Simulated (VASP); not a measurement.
# TiSi (Cmmm) in VASP: a series of runs

The runs below take TiSi through single point, with PBEsol.

Program: VASP 6.6.1. These are calculated values, not measurements. Logs are shortened: lines on timing, memory, paths and dates and some standing lists are left out, and cuts for length are marked.

## (1) The cell of the first run

It takes space group Cmmm (No. 65, orthorhombic). Conventional cell: a = 3.687 Å, b = 4.299 Å, c = 3.804 Å, α = 90.00°, β = 90.00°, γ = 90.00°. Within 3.5 Å of Ti (site symmetry mmm) lie 8 Si at 2.65 to 2.87 Å and 4 Ti at 2.83 Å. Si (site symmetry mmm) has 8 Ti at 2.65 to 2.87 Å and 4 Si at 2.83 Å within 3.5 Å.

## (2) Single point, PBEsol (strain +0.015 along x and y, +0.000 along z)

Contents of INCAR:

```
SYSTEM = TiSi
PREC = Accurate
ENCUT = 520
EDIFF = 1E-7
ISMEAR = 0
SIGMA = 0.15
LREAL = .FALSE.
LASPH = .TRUE.
NELM = 80
ALGO = Normal
ISIF = 2
LWAVE = .FALSE.
LCHARG = .FALSE.
GGA = PS
NBANDS = 15
```

Contents of KPOINTS:

```
regular mesh
0
G
  18 18 12
  0 0 0
```

Contents of POSCAR:

```
TiSi
1.0
    1.8434206700     -2.1493883600      0.0000000000
    1.8434206700      2.1493883600      0.0000000000
    0.0000000000      0.0000000000      3.8039340000
Ti Si
1 1
Direct
    0.5000000000      0.5000000000      0.0000000000
    0.0000000000      0.0000000000      0.5000000000
```

Potentials or basis: VASP PAW PBE potentials, release 64 (Ti_sv, Si).

The run is started by

```
> cat potpaw_PBE.64/Ti_sv/POTCAR potpaw_PBE.64/Si/POTCAR > POTCAR
> mpirun -np 1 vasp_std > vasp.out
```

OUTCAR:

```text
SYSTEM = TiSi
   PREC = Accurate
   ENCUT = 520
   EDIFF = 1E-7
   ISMEAR = 0
   LREAL = .FALSE.
   LASPH = .TRUE.
   NELM = 80
   ISIF = 2
   GGA = PS

 ion  position               nearest neighbor table
   1  0.500  0.500  0.000-   2 2.65   2 2.65   2 2.65   2 2.65   2 2.87   2 2.87   2 2.87   2 2.87

   2  0.000  0.000  0.500-   1 2.65   1 2.65   1 2.65   1 2.65   1 2.87   1 2.87   1 2.87   1 2.87

  LATTYP: Found a base centered orthorhombic cell.
 ALAT       =     3.6868413400
 B/A-ratio  =     1.1659782246
 C/A-ratio  =     1.0317596146

  Lattice vectors:

 A1 = (   1.8434206700,  -2.1493883600,   0.0000000000)
 A2 = (   1.8434206700,   2.1493883600,   0.0000000000)
 A3 = (   0.0000000000,   0.0000000000,   3.8039340000)

Analysis of symmetry for initial positions (statically):
=====================================================================
 Subroutine PRICEL returns:
 Original cell was already a primitive cell.

 Routine SETGRP: Setting up the symmetry group for a
 base centered orthorhombic supercell.

 Subroutine GETGRP returns: Found  8 space group operations
 (whereof  8 operations were pure point group operations)
 out of a pool of  8 trial point group operations.

The static configuration has the point symmetry D_2h.

Analysis of symmetry for dynamics (positions and initial velocities):
=====================================================================
 Subroutine PRICEL returns:
 Original cell was already a primitive cell.

 Routine SETGRP: Setting up the symmetry group for a
 base centered orthorhombic supercell.

 Subroutine GETGRP returns: Found  8 space group operations
 (whereof  8 operations were pure point group operations)
 out of a pool of  8 trial point group operations.

The dynamic configuration has the point symmetry D_2h.

 Subroutine INISYM returns: Found  8 space group operations
 (whereof  8 operations are pure point group operations),
 and found     1 'primitive' translations

----------------------------------------------------------------------------------------

                                     Primitive cell

  volume of cell :      30.1441

  direct lattice vectors                    reciprocal lattice vectors
     1.843420670 -2.149388360  0.000000000     0.271234889 -0.232624317  0.000000000
     1.843420670  2.149388360  0.000000000     0.271234889  0.232624317  0.000000000
     0.000000000  0.000000000  3.803934000     0.000000000  0.000000000  0.262885739

  length of vectors
     2.831619694  2.831619694  3.803934000     0.357326794  0.357326794  0.262885739

  position of ions in fractional coordinates (direct lattice)
     0.500000000  0.500000000  0.000000000
     0.000000000  0.000000000  0.500000000

  ion indices of the primitive-cell ions
   primitive index   ion index
                 1           1
                 2           2

----------------------------------------------------------------------------------------

 KPOINTS: regular mesh

Automatic generation of k-mesh.
 Grid dimensions read from file:
 generate k-points for:   18   18   12

 Generating k-lattice:

  Cartesian coordinates                     Fractional coordinates (reciprocal lattice)
     0.015068605 -0.012923573  0.000000000     0.055555556 -0.000000000  0.000000000
     0.015068605  0.012923573  0.000000000    -0.000000000  0.055555556  0.000000000
     0.000000000  0.000000000  0.021907145     0.000000000  0.000000000  0.083333333

  Length of vectors
     0.019851489  0.019851489  0.021907145

  Shift w.r.t. Gamma in fractional coordinates (k-lattice)
     0.000000000  0.000000000  0.000000000

 Subroutine IBZKPT returns following result:
 ===========================================

 Found    637 irreducible k-points:

 Following reciprocal coordinates:
            Coordinates               Weight
  0.000000  0.000000  0.000000      1.000000
  0.055556 -0.000000  0.000000      4.000000
  0.111111 -0.000000  0.000000      4.000000
  0.166667  0.000000  0.000000      4.000000
  0.222222 -0.000000  0.000000      4.000000
  0.277778  0.000000  0.000000      4.000000
[... 16 lines left out ...]
 -0.277778  0.055556  0.000000      4.000000
 -0.222222  0.055556  0.000000      4.000000
 [... further k-points ...]
   k-points           NKPTS =    637   k-points in BZ     NKDIM =    637   number of bands    NBANDS=     15
   number of dos      NEDOS =    301   number of ions     NIONS =      2
   total plane-waves  NPLWV =  16128
   dimension x,y,z NGX =    24 NGY =   24 NGZ =   28
   dimension x,y,z NGXF=    48 NGYF=   48 NGZF=   56
   ions per type =               1   1
   NGX,Y,Z   is equivalent  to a cutoff of  14.09, 14.09, 12.24 a.u.
   NGXF,Y,Z  is equivalent  to a cutoff of  28.18, 28.18, 24.47 a.u.
 SYSTEM =  TiSi
   PREC   = accura    normal or accurate (medium, high low for compatibility)
   ISTART =      0    job   : 0-new  1-cont  2-samecut
   ICHARG =      2    charge: 1-file 2-atom 10-const
   ISPIN  =      1    spin polarized calculation?
   LNONCOLLINEAR =      F non collinear calculations
   LSORBIT =      F    spin-orbit coupling
   LASPH  =      T    aspherical Exc in radial PAW
   ENCUT  =  520.0 eV  38.22 Ry    6.18 a.u.   5.26  5.26  7.07*2*pi/ulx,y,z
   NELM   =     80;   NELMIN=  2; NELMDL= -5     # of ELM steps
   EDIFF  = 0.1E-06   stopping-criterion for ELM
   LREAL  =      F    real-space projection
   EDIFFG = 0.1E-05   stopping-criterion for IOM
   NSW    =      0    number of steps for IOM
   IBRION =     -1    ionic relax: 0-MD 1-quasi-New 2-CG
   NFREE  =      0    steps in history (QN), initial steepest desc. (CG)
   ISIF   =      2    stress and relaxation
   ISYM   =      2    0-nonsym 1-usesym 2-fastsym
   POTIM  = 0.5000    time-step for ionic-motion
   TEBEG  =    0.0;   TEEND  =   0.0 temperature during run
   PSTRESS=    0.0 pullay stress
   NELECT =      16.0000    total number of electrons
   NUPDOWN=      -1.0000    fix difference up-down
   EMIN   =  10.00;   EMAX   =-10.00  energy-range for DOS
   EFERMI =   0.00;   METHOD = LEGACY
   ISMEAR =     0;   SIGMA  =   0.15  broadening in eV -4-tet -1-fermi 0-gaus
   EFERMI_NEDOS =   21; number of points for ismear=-14 and -15
   IALGO  =     38    algorithm
   IMIX   =      4    mixing-type and parameters
     AMIX     =   0.40;   BMIX     =  1.00
     AMIX_MAG =   1.60;   BMIX_MAG =  1.00
  volume/ion in A,a.u.               =      15.07       101.71
  Fermi-wavevector in a.u.,A,eV,Ry     =   1.325503  2.504837 23.904868  1.756958
  Thomas-Fermi vector in A             =   2.454959
   LORBIT       =      0    0 simple, 1 ext, 2 COOP (PROOUT), +10 PAW based schemes
   GGA     = PS    functional components
   LHFCALC =     F    Hartree Fock is set to
   AEXX    =    0.0000 exact exchange contribution
   IVDW    =     0    specifies the selected vdW correction
   LEPSILON=     F    determine dielectric tensor
   LRPA    =     F    only Hartree local field effects (RPA)
 non-spin polarized calculation
 Gauss-broadening in eV      SIGMA  =   0.15
  energy-cutoff  :      520.00
  volume of cell :       30.14
 maximum number of plane-waves:       824
 NGX is ok and might be reduce to    24
   NGX = 11   NGY = 11   NGZ = 15

 number of electron      16.0000000 magnetization

 Free energy of the ion-electron system (eV)
  ---------------------------------------------------
  ext. energy  EPLUGINS =         0.00000000
  ---------------------------------------------------
  free energy    TOTEN  =       -15.28546462 eV

  energy without entropy =      -15.27197988  energy(sigma->0) =      -15.27872225

 E-fermi :   9.6468     XC(G=0): -11.6986

 val. band max:        9.6407879022   @ k =   0.3333   0.2222   0.5000
 cond. band min:       9.6477438903   @ k =   0.3333   0.3333   0.0833
 fundamental gap:      0.0069559881
 Fermi energy:         9.6468174721

 k-point     1 :       0.0000    0.0000    0.0000
  band No.  band energies     occupation
      1     -46.8815      2.00000
      2     -23.3798      2.00000
      3     -23.0042      2.00000
      4     -22.9044      2.00000
      5      -1.8381      2.00000
      6       7.3652      2.00000
      7       8.1632      2.00000
      8       8.5801      2.00000
      9      11.2300      0.00000
     10      11.8723      0.00000
     11      12.3885      0.00000
     12      14.5340      0.00000
     13      15.3170      0.00000
     14      15.9032      0.00000
     15      18.0674      0.00000

 k-point     2 :       0.0556   -0.0000    0.0000
  band No.  band energies     occupation
      1     -46.8797      2.00000
      2     -23.3780      2.00000
      3     -23.0113      2.00000
      4     -22.9115      2.00000
      5      -1.7780      2.00000
      6       7.4122      2.00000
      7       8.1161      2.00000
      8       8.5785      2.00000
      9      11.2917      0.00000
     10      11.8851      0.00000
     11      12.3119      0.00000
     12      14.2030      0.00000
     13      15.1948      0.00000
     14      15.9373      0.00000
     15      18.4555      0.00000

 k-point     3 :       0.1111   -0.0000    0.0000
  band No.  band energies     occupation
      1     -46.8745      2.00000
      2     -23.3726      2.00000
      3     -23.0384      2.00000
      4     -22.9250      2.00000
      5      -1.5987      2.00000
      6       7.5413      2.00000
      7       7.9871      2.00000
      8       8.5446      2.00000
      9      11.4508      0.00000
     10      11.9402      0.00000
     11      12.1186      0.00000
     12      13.3197      0.00000
     13      15.2989      0.00000
     14      15.9583      0.00000
     15      19.0709      0.00000

 k-point     4 :       0.1667    0.0000    0.0000
  band No.  band energies     occupation
      1     -46.8666      2.00000
      2     -23.3645      2.00000
      3     -23.0925      2.00000
      4     -22.9326      2.00000
      5      -1.3030      2.00000
      6       7.7007      2.00000
      7       7.8052      2.00000
      8       8.3991      2.00000
      9      11.6189      0.00000
     10      11.8872      0.00000
     11      12.1052      0.00000
     12      12.4672      0.00000
     13      15.5310      0.00000
     14      15.9705      0.00000
     15      19.4997      0.00000
[... 307 lines left out ...]
 k-point    22 :      -0.3333    0.0556    0.0000
  band No.  band energies     occupation
      1     -46.8354      2.00000
      2     -23.3325      2.00000
      3     -23.3204      2.00000
      4     -22.9390      2.00000
      5       0.1801      2.00000
      6       6.1121      2.00000
      7       7.3098      2.00000
      8       8.7105      2.00000
      9      10.9492      0.00000
     10      11.6357      0.00000
     11      12.4195      0.00000
     12      13.4446      0.00000
     13      15.5104      0.00000
     14      17.1839      0.00000
     15      18.8484      0.00000

 k-point    23 :      -0.2778    0.0556    0.0000
  band No.  band energies     occupation
      1     -46.8452      2.00000
      2     -23.3426      2.00000
      3     -23.2428      2.00000
      4     -22.9430      2.00000
      5      -0.4143      2.00000
      6       7.0552      2.00000
      7       7.4966      2.00000
      8       8.4972      2.00000
      9      11.1619      0.00000
     10      11.5369      0.00000
     11      12.0509      0.00000
     12      12.9735      0.00000
     13      15.7306      0.00000
     14      16.6708      0.00000
     15      19.8101      0.00000

 k-point    24 :      -0.2222    0.0556    0.0000
  band No.  band energies     occupation
      1     -46.8556      2.00000
      2     -23.3533      2.00000
      3     -23.1610      2.00000
      4     -22.9463      2.00000
      5      -0.9105      2.00000
      6       7.6982      2.00000
      7       7.7004      2.00000
      8       8.3741      2.00000
      9      11.3696      0.00000
     10      11.4001      0.00000
     11      12.0819      0.00000
     12      12.6148      0.00000
     13      15.8472      0.00000
     14      16.1693      0.00000
     15      19.7771      0.00000

 [... further k-points ...]

------------------------ aborting loop because EDIFF is reached ----------------------------------------

  FORCE on cell =-STRESS in cart. coord.  units (eV):
  Direction    XX          YY          ZZ          XY          YZ          ZX
  --------------------------------------------------------------------------------------
  -------------------------------------------------------------------------------------
  Total       -1.5784629     -1.4436998     -1.2531866      0.0000000      0.0000000      0.0000000
  in kB      -83.8962675    -76.7335258    -66.6076355      0.0000000      0.0000000      0.0000000
  external PRESSURE =     -75.7458096 kB  Pullay stress =       0.0000000 kB

 VOLUME and BASIS-vectors are now :
 -----------------------------------------------------------------------------
  energy-cutoff  :      520.00
  volume of cell :       30.14
      direct lattice vectors                 reciprocal lattice vectors
     1.843420670 -2.149388360  0.000000000     0.271234889 -0.232624317  0.000000000
     1.843420670  2.149388360  0.000000000     0.271234889  0.232624317  0.000000000
     0.000000000  0.000000000  3.803934000     0.000000000  0.000000000  0.262885739

 POSITION                                       TOTAL-FORCE (eV/Angst)
 -----------------------------------------------------------------------------------
      1.84342      0.00000      0.00000         0.000000     -0.000000      0.000000
      0.00000      0.00000      1.90197        -0.000000      0.000000      0.000000
 -----------------------------------------------------------------------------------
    total drift:                               -0.000000     -0.000000     -0.000000

  FREE ENERGIE OF THE ION-ELECTRON SYSTEM (eV)
  ---------------------------------------------------
  free  energy   TOTEN  =       -15.2854646226 eV

  energy  without entropy=      -15.2719798764  energy(sigma->0) =      -15.27872225
```

It took 2.2 min on 1 thread of Intel Xeon Platinum 8124M at 3.00GHz (Skylake/Cascade Lake), shared host; peak memory 0.38 GiB.

What came out:

* Free energy: -15.2855 eV
* Pressure: -7.6 GPa
* Band gap on the k mesh: zero (bands 8 and 9 overlap by 1.48 eV)

Caveat: the cell differs from its parent crystal (strain +0.015 along x and y, +0.000 along z); the cell stands under tension; the PAW data sets were made with another functional, which shifts forces and pressure a little.

## (3) Single point, PBEsol (strain +0.030 along x and y, -0.015 along z)

Contents of INCAR:

```
SYSTEM = TiSi
  PREC = Accurate
  ENCUT = 520
  EDIFF = 1E-6
  ISMEAR = 0
  SIGMA = 0.15
  LREAL = .False.
  LASPH = .True.
  NELM = 60
  ALGO = Normal
  ISIF = 2
  LWAVE = .False.
  LCHARG = .True.
  GGA = PS
  LELF = .True.
  LVHAR = .True.
  NBANDS = 15
```

Contents of KPOINTS:

```
Automatic mesh
0
Gamma
  18 18 12
  0 0 0
```

Contents of POSCAR:

```
TiSi
1.0
    1.8706633400     -2.1811527200      0.0000000000
    1.8706633400      2.1811527200      0.0000000000
    0.0000000000      0.0000000000      3.7468749900
Ti Si
1 1
Direct
    0.5000000000      0.5000000000      0.0000000000
    0.0000000000      0.0000000000      0.5000000000
```

Potentials or basis: VASP PAW PBE potentials, release 64 (Ti_sv, Si).

The run is started by

```
> cat potpaw_PBE.64/Ti_sv/POTCAR potpaw_PBE.64/Si/POTCAR > POTCAR
> mpirun -np 1 vasp_std > vasp.out
```

Run time: 2.2 min. Hardware: 1 thread of Intel Xeon Platinum 8124M at 3.00GHz (Skylake/Cascade Lake), shared host; peak memory 0.39 GiB.

Results (log left out):

```yaml
Free_energy: -15.2540 eV
Pressure: -8.6 GPa
Band_gap_on_the_k_mesh: zero (bands 8 and 9 overlap by 1.30 eV)
```

Stress tensor (GPa, compression positive):
```
-10.74   0.00   0.00
  0.00  -8.93   0.00
  0.00   0.00  -6.07
```

Levels at points of the mesh, in eV from the Fermi level:
```csv
k point,band 5,band 6,band 7,band 8,band 9,band 10,band 11,band 12
"(0.00, 0.00, 0.00)",-11.33,-2.14,-1.14,-1.05,1.52,2.16,2.60,4.57
"(0.50, 0.00, 0.00)",-7.59,-6.07,-2.47,-0.76,1.41,2.14,3.96,4.94
"(0.50, 0.50, 0.00)",-5.91,-3.65,-1.58,-1.21,-0.61,-0.20,2.77,3.22
"(0.00, 0.00, 0.50)",-9.89,-6.26,-0.70,0.33,0.91,1.43,2.69,6.84
"(0.50, 0.00, 0.50)",-7.70,-4.44,-2.65,-1.64,1.50,1.59,1.70,3.32
"(0.50, 0.50, 0.50)",-4.62,-3.69,-3.36,-3.33,2.16,2.39,2.72,3.80
```

Caveat: the cell differs from its parent crystal (strain +0.030 along x and y, -0.015 along z); the cell stands under tension; the PAW data sets were made with another functional, which shifts forces and pressure a little.

## (4) Single point, PBEsol (strain +0.015 along x and y, +0.015 along z)

Contents of INCAR:

```
PREC = Accurate
ENCUT = 520
EDIFF = 1E-7
ISMEAR = 0
SIGMA = 0.15
LREAL = False
LASPH = True
NELM = 60
ALGO = Normal
ISIF = 2
LWAVE = False
LCHARG = False
GGA = PS
NBANDS = 15
```

Contents of KPOINTS:

```
regular mesh
0
Gamma
  18 18 12
```

Contents of POSCAR:

```
TiSi
1.0
    1.8434206700     -2.1493883600      0.0000000000
    1.8434206700      2.1493883600      0.0000000000
    0.0000000000      0.0000000000      3.8609930100
Ti Si
1 1
Direct
    0.5000000000      0.5000000000      0.0000000000
    0.0000000000      0.0000000000      0.5000000000
```

The run is started by

```
> cat potpaw_PBE.64/Ti_sv/POTCAR potpaw_PBE.64/Si/POTCAR > POTCAR
> mpirun -np 1 vasp_std > vasp.out
```

Wall time 2.6 min (1 thread of Intel Xeon Platinum 8124M at 3.00GHz (Skylake/Cascade Lake), shared host); peak memory 0.39 GiB.

It converged, with:

| Property | Result |
| --- | --- |
| Free energy | -15.2622 eV |
| Pressure | -9.5 GPa |
| Band gap on the k mesh | zero (bands 8 and 9 overlap by 1.47 eV) |

Stress tensor (GPa, compression positive):
```
-9.69  0.00  0.00
 0.00 -8.85  0.00
 0.00  0.00 -9.87
```

Levels at points of the mesh, in eV from the Fermi level:
| k point | band 6 | band 7 | band 8 | band 9 | band 10 | band 11 |
| --- | --- | --- | --- | --- | --- | --- |
| (0.00, 0.00, 0.00) | -2.29 | -1.65 | -1.04 | 1.58 | 2.20 | 2.74 |
| (0.50, 0.00, 0.00) | -6.11 | -2.71 | -0.79 | 1.56 | 2.20 | 4.01 |
| (0.50, 0.50, 0.00) | -3.63 | -1.48 | -1.18 | -0.78 | -0.27 | 2.56 |
| (0.00, 0.00, 0.50) | -6.33 | -0.76 | 0.55 | 0.57 | 1.60 | 2.81 |
| (0.50, 0.00, 0.50) | -4.64 | -2.58 | -1.67 | 1.32 | 1.72 | 1.75 |
| (0.50, 0.50, 0.50) | -3.63 | -3.26 | -3.21 | 2.01 | 2.47 | 2.66 |

Caveat: the cell differs from its parent crystal (strain +0.015 along x and y, +0.015 along z); the cell stands under tension; the PAW data sets were made with another functional, which shifts forces and pressure a little.

## (5) Summary

```tsv
cell	gap on the mesh (eV)	pressure (GPa)
a = 2.832, b = 2.832, c = 3.804 Å, angles 90.0, 90.0, 98.8°, 2 atoms	none	-7.6
a = 2.873, b = 2.873, c = 3.747 Å, angles 90.0, 90.0, 98.8°, 2 atoms	none	-8.6
a = 2.832, b = 2.832, c = 3.861 Å, angles 90.0, 90.0, 98.8°, 2 atoms	none	-9.5
```

Alike in all rows: task single point; level PBEsol; potentials or basis VASP PAW PBE potentials, release 64 (Ti_sv, Si); no spin polarisation; k mesh 18 × 18 × 12; cutoff (eV) 520; smearing gaussian 0.15 eV.

Caveats: the cell stands under tension; the PAW data sets were made with another functional, which shifts forces and pressure a little.

Absolute energies hang on the potentials; compare differences alone.
